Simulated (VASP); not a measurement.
Write the native input for VASP 6.6.1 that does the following.

* Task: relaxation of cell and atoms
* Functional: PBE
* Potentials or basis: VASP PAW PBE potentials, release 64 (B)
* Cutoff: 600 eV
* k mesh: 38 × 38 × 38
* Occupations: gaussian, width 0.1 eV
* Spin: no spin polarisation
* Dipole correction: no
* Further INCAR settings: ALGO = Normal; EDIFF = 1e-06; IBRION = 2; EDIFFG = -0.01; NSW = 100; ISIF = 3

The structure of B lies in POSCAR:

```
B
1.0
   -1.4715942967      1.4715942967      0.8097199022
    1.4715942967     -1.4715942967      0.8097199022
    1.4715942967      1.4715942967     -0.8097199022
B
1
Direct
    0.0000000000      0.0000000000      0.0000000000
```

The cell was generated, and may not be a known phase.

These files were run (other wordings do the same):

INCAR

```
ALGO     = Normal         # electronic algorithm
EDIFF    = 1E-6           # SCF threshold, eV
EDIFFG   = -0.01          # ionic threshold
ENCUT    = 600            # plane-wave cutoff, eV
GGA      = PE             # functional
IBRION   = 2              # ionic algorithm
ISIF     = 3              # what is computed and relaxed
ISMEAR   = 0              # smearing method
LASPH    = T              # aspherical terms in the spheres
LCHARG   = F              # write CHGCAR
LREAL    = F              # projectors in reciprocal space
LWAVE    = F              # write WAVECAR
NELM     = 60             # most SCF steps
NSW      = 100            # ionic steps
PREC     = Accurate       # precision mode
SIGMA    = 0.1            # smearing width, eV
```

KPOINTS

```
k-points
0
Gamma
  38 38 38
```

Potentials or basis: VASP PAW PBE potentials, release 64 (B).

Command:

```bash
$ cat potpaw_PBE.64/B/POTCAR > POTCAR
$ mpirun -np 1 vasp_std > vasp.out
```

Results of the run:

- Relaxed volume: 6.93 Å³/atom
- Relaxed cell: a = 2.221 Å, b = 2.221 Å, c = 2.221 Å, α = 97.66°, β = 97.66°, γ = 137.19°
- Space group after relaxing (to 0.1 Å): I4/mmm (No. 139)
- Energy gained by relaxing: 0.4 meV/atom
- Ionic steps: 5
- Pressure after relaxing: 0.0 GPa
- Band gap on the k mesh: zero (an odd number of electrons rules out a gap without spin polarisation)

It took 5.4 min on 1 thread of Intel Xeon 8259CL, on a shared host, peak memory 0.28 GiB.
